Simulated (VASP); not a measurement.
A run of VASP 6.6.1 is set up as follows.

The input POSCAR:

```
Mo
1.0
    0.0000000000      1.9142500000      2.0150000000
    1.9142500000      0.0000000000      2.0150000000
    1.9142500000      1.9142500000      0.0000000000
Mo
1
Direct
    0.0000000000      0.0000000000      0.0000000000
```

The input INCAR.step1:

```
SYSTEM = Mo
PREC = Accurate ; ENCUT = 520
ISMEAR = 0 ; SIGMA = 0.15
LREAL = .False. ; LASPH = .True.
NELM = 100 ; NBANDS = 13
GGA = PE ; ALGO = Normal
EDIFF = 1E-4 ; LWAVE = .True.
LCHARG = .False.
```

INCAR.step2

```
SYSTEM = Mo
PREC = Accurate ; ENCUT = 520
EDIFF = 1E-6 ; ISMEAR = 0
SIGMA = 0.15 ; LREAL = .False.
LASPH = .True. ; NELM = 100
ALGO = Normal ; ISIF = 2
LWAVE = .False. ; LCHARG = .True.
METAGGA = R2SCAN ; LMIXTAU = .True.
LELF = .True. ; LVHAR = .True.
NBANDS = 13 ; ISTART = 1
```

Contents of KPOINTS:

```
regular mesh
0
Gamma
  20 20 20
  0 0 0
```

Potentials or basis: VASP PAW PBE potentials, release 64 (Mo_sv).

Launch:

```bash
$ cat potpaw_PBE.64/Mo_sv/POTCAR > POTCAR
$ cp INCAR.step1 INCAR
$ mpirun -np 1 vasp_std > vasp.out
$ cp INCAR.step2 INCAR
$ mpirun -np 1 vasp_std > vasp.out
```

What does it give for the pressure?

22.0 GPa.

Estimate the band gap on the k mesh.

zero (band 7 reaches 17.70 eV, above the bottom of band 8 at 12.43 eV).

Stress tensor (GPa, compression positive):
```
18.82  0.00  0.00
 0.00 18.82  0.00
 0.00  0.00 28.49
```

Caveat: the cell differs from its parent crystal (strain -0.050 along x and y, +0.000 along z); the PAW data sets were made with another functional, which shifts forces and pressure a little.
